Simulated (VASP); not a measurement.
A run of VASP 6.6.1 is set up as follows.

The input INCAR:

```
PREC = Accurate
ENCUT = 520
EDIFF = 1E-6
ISMEAR = -1
SIGMA = 0.1
LREAL = F
LASPH = T
NELM = 150
ALGO = Normal
ISIF = 2
LWAVE = F
LCHARG = F
ISPIN = 2
MAGMOM = 2.5
LORBIT = 11
LMAXMIX = 4
GGA = PS
NBANDS = 14
```

The input KPOINTS:

```
regular mesh
0
Gamma
  22 22 22
```

The input POSCAR:

```
Fe
1.0
   -1.3940650116      1.3940650116      1.3940650116
    1.3940650116     -1.3940650116      1.3940650116
    1.3940650116      1.3940650116     -1.3940650116
Fe
1
Direct
    0.0000000000      0.0000000000      0.0000000000
```

Potentials or basis: VASP PAW PBE potentials, release 64 (Fe).

The run is started by

```sh
$ cat potpaw_PBE.64/Fe/POTCAR > POTCAR
$ mpirun -np 1 vasp_std > vasp.out
```

**Question.** What does it give for the site moments?

**Answer.** Fe +2.09 μB.

**Question.** Predict the net moment.

**Answer.** 2.11 μB per cell.
